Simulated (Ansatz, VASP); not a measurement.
**Two plane-wave programs on CaSe**

```
CELL_PARAMETERS angstrom
4.04734 0.00000 0.00000
-2.02367 3.50510 0.00000
0.00000 0.00000 7.01629
ATOMIC_POSITIONS crystal
Ca 0.00000 0.00000 0.00000
Ca 0.00000 0.00000 0.50000
Se 0.33333 0.66667 0.25000
Se 0.66667 0.33333 0.75000
```

Alike in both runs: task single point; functional r2SCAN; k mesh 6 × 6 × 4; no spin polarisation.

```csv
,VASP,Ansatz
version,VASP 6.6.1,Ansatz 0.2.0
potentials or method,"VASP PAW PBE potentials, release 64 (Ca_sv, Se)","plane waves, PAW"
plane-wave cutoff (eV),520,500
occupations,"gaussian, width 0.01 eV",fixed
valence electrons in the cell,32,52
```

|  | VASP | Ansatz | Ansatz less VASP |
| --- | --- | --- | --- |
| gap on the k mesh at the Fermi level (eV) | 2.57 | 2.57 | 0.000 |
| pressure (GPa) | 3.9 | 3.6 | -0.30 |
| traceless stress, the component that is largest in VASP (GPa) | 0.33 | 0.30 | -0.039 |

VASP's potentials were made for PBE, not for r2SCAN. VASP's potentials hold 32 valence electrons a cell and Ansatz's 52, so a difference there can come from the potentials and not from the codes.
